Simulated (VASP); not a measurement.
# Ca: single point with revPBE

The system is Ca.

```xyz
4
Lattice="4.0124 0.0000 0.0000 -2.0062 3.4749 0.0000 0.0000 0.0000 13.1499" Properties=species:S:1:pos:R:3 pbc="T T T"
Ca    0.0000    0.0000    0.0000
Ca    0.0000    0.0000    6.5749
Ca    0.0000    2.3166    3.2875
Ca    2.0062    1.1583    9.8624
```

This cell differs from its parent crystal: volume scaled by 1.04.

| Item | Value |
| --- | --- |
| Program | VASP 6.6.1 |
| Task | single point |
| Functional | revPBE |
| Potentials or basis | VASP PAW PBE potentials, release 64 (Ca_sv) |
| Cutoff | 520 eV |
| k mesh | 10 × 10 × 3 |
| Occupations | fermi-dirac, width 0.1 eV |
| Spin | no spin polarisation |

The pressure is -0.6 GPa and the band gap on the k mesh is zero (band 20 reaches 1.91 eV, above the bottom of band 21 at 1.48 eV).

Levels at points of the mesh, in eV from the Fermi level:
```csv
k point,band 17,band 18,band 19,band 20,band 21,band 22,band 23,band 24
"(0.00, 0.00, 0.00)",-3.89,-2.94,-2.94,-0.97,-0.27,1.37,1.38,2.17
"(0.50, 0.00, 0.00)",-1.03,-0.82,-0.61,-0.52,-0.05,0.02,0.49,0.51
```

It took 3.1 min on 1 thread of Oxide Virtual Turin-like Processor (shared host), peak memory 0.29 GiB.

Caveat: the PAW data sets were made with another functional, which shifts forces and pressure a little.
